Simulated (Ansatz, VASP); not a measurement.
GaSb: VASP beside Ansatz

The input POSCAR:

```
GaSb
1.0
    0.0000000000      3.0096526611      3.1601352941
    3.0096526611      0.0000000000      3.1601352941
    3.0096526611      3.0096526611      0.0000000000
Ga Sb
1 1
Direct
    0.0000000000      0.0000000000      0.0000000000
    0.7500000000      0.7500000000      0.7500000000
```

The input INCAR.step1:

```
SYSTEM = GaSb
PREC     = Accurate       ! precision mode
ENCUT    = 520            ! plane-wave cutoff, eV
ISMEAR   = 0              ! smearing method
SIGMA    = 0.05           ! smearing width, eV
LREAL    = .False.        ! projectors in reciprocal space
LASPH    = .True.         ! aspherical terms in the spheres
NELM     = 60             ! most SCF steps
NBANDS   = 16             ! bands
GGA      = PE             ! functional
ALGO     = Normal         ! electronic algorithm
EDIFF    = 1E-4           ! SCF threshold, eV
LWAVE    = .True.         ! write WAVECAR
LCHARG   = .False.        ! write CHGCAR
```

Contents of INCAR.step2:

```
SYSTEM = GaSb
PREC     = Accurate       ! precision mode
ENCUT    = 520            ! plane-wave cutoff, eV
EDIFF    = 1E-6           ! SCF threshold, eV
ISMEAR   = 0              ! smearing method
SIGMA    = 0.05           ! smearing width, eV
LREAL    = .False.        ! projectors in reciprocal space
LASPH    = .True.         ! aspherical terms in the spheres
NELM     = 60             ! most SCF steps
ALGO     = Normal         ! electronic algorithm
ISIF     = 2              ! what is computed and relaxed
LWAVE    = .False.        ! write WAVECAR
LCHARG   = .True.         ! write CHGCAR
METAGGA  = R2SCAN         ! meta-GGA
LMIXTAU  = .True.       
LELF     = .True.         ! ELF
LVHAR    = .True.       
NBANDS   = 16             ! bands
ISTART   = 1
```

File KPOINTS:

```
Automatic mesh
0
Gamma
  10 10 10
  0 0 0
```

Input for Ansatz:

```yaml
crystal:
  lattice:
    - [0.0, 3.0096526611, 3.1601352941]
    - [3.0096526611, 0.0, 3.1601352941]
    - [3.0096526611, 3.0096526611, 0.0]
  atoms:
    - { symbol: Ga, position: [0.0, 0.0, 0.0] }
    - { symbol: Sb, position: [0.75, 0.75, 0.75] }
basis:
  ecutwfc: 500
kpoints:
  mp_grid: { grid: [10, 10, 10] }
hamiltonian:
  xc: r2scan
scf:
  occupations: { method: gaussian, width: 0.05 }
output:
  forces: true
  stress: true
  eigenvalues: true
```

Alike in both runs: task single point; functional r2SCAN; k mesh 10 × 10 × 10; occupations gaussian, width 0.05 eV; no spin polarisation.

```csv
,VASP,Ansatz
version,VASP 6.6.1,Ansatz 0.2.0
potentials or method,"VASP PAW PBE potentials, release 64 (Ga_d, Sb), cutoff 520 eV","scalar-relativistic, plane waves, PAW"
valence electrons in the cell,18,28
```

```tsv
	VASP	Ansatz	Ansatz less VASP
gap on the k mesh at the Fermi level (eV)	0.32	0.34	+0.016
least direct gap on the mesh (eV)	0.32	0.34	+0.016
pressure (GPa)	0.4	0.4	-0.08
traceless stress, the component that is largest in VASP (GPa)	-1.76	-1.77	-0.005
```

VASP's potentials were made for PBE, not for r2SCAN. VASP's potentials hold 18 valence electrons a cell and Ansatz's 28, so a difference there can come from the potentials and not from the codes.

Spin-orbit coupling is off throughout.
